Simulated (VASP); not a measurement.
The system is N.

```xyz
8
Lattice="5.6361 0.0000 0.0000 0.0000 5.6361 0.0000 0.0000 0.0000 5.6361" Properties=species:S:1:pos:R:3 pbc="T T T"
N     0.3180    0.3180    0.3180
N     2.5001    5.3181    3.1360
N     3.1360    2.5001    5.3181
N     5.3181    3.1360    2.5001
N     5.3181    5.3181    5.3181
N     3.1360    0.3180    2.5001
N     2.5001    3.1360    0.3180
N     0.3180    2.5001    3.1360
```

```yaml
Program: VASP 6.6.1
Task: relaxation of cell and atoms
Functional: r2SCAN
Dispersion: rVV10
Potentials_or_basis: VASP PAW PBE potentials, release 64 (N)
Cutoff: 600 eV
k_mesh: 4 × 4 × 4
Occupations: fermi-dirac, width 0.02 eV
Spin: no spin polarisation
```

At the start: pressure 0.7 GPa; volume 22.38 Å³/atom.

**Question.** How do energy, volume and symmetry change on relaxing?

**Answer.** Over 11 steps the energy falls by 4.2 meV/atom and the volume is 19.86 Å³/atom (-11.3 %); space group Pa-3 (No. 205, to 0.1 Å) before and after.

Step by step:
```
step  energy change (eV)  largest force (eV/Å)  pressure (GPa)  volume (Å³)
   1              0.0000                0.7723            0.65       179.03
   2              1.4810                8.9930          -12.79       181.41
   3             -0.0070                0.0400           -0.40       179.17
   4             -0.0070                0.0120           -0.34       179.16
   5             -0.0070                0.0259           -0.32       179.16
   6             -0.0091                0.0274           -0.31       178.23
   7             -0.0147                0.0367           -0.26       175.44
   8             -0.0242                0.0740           -0.14       169.96
   9             -0.0329                0.2238            0.31       159.34
  10             -0.0336                0.0149            0.01       158.93
  11             -0.0336                0.0033           -0.01       158.89
```

Final structure:
```xyz
8
Lattice="5.4162 0.0000 0.0000 0.0000 5.4162 0.0000 0.0000 0.0000 5.4162" Properties=species:S:1:pos:R:3 pbc="T T T"
N     0.3192    0.3192    0.3192
N     2.3889    5.0970    3.0273
N     3.0273    2.3889    5.0970
N     5.0970    3.0273    2.3889
N     5.0970    5.0970    5.0970
N     3.0273    0.3192    2.3889
N     2.3889    3.0273    0.3192
N     0.3192    2.3889    3.0273
```

Caveat: the standard files for N, O and F lose accuracy on very short bonds; the PAW data sets were made with another functional, which shifts forces and pressure a little.
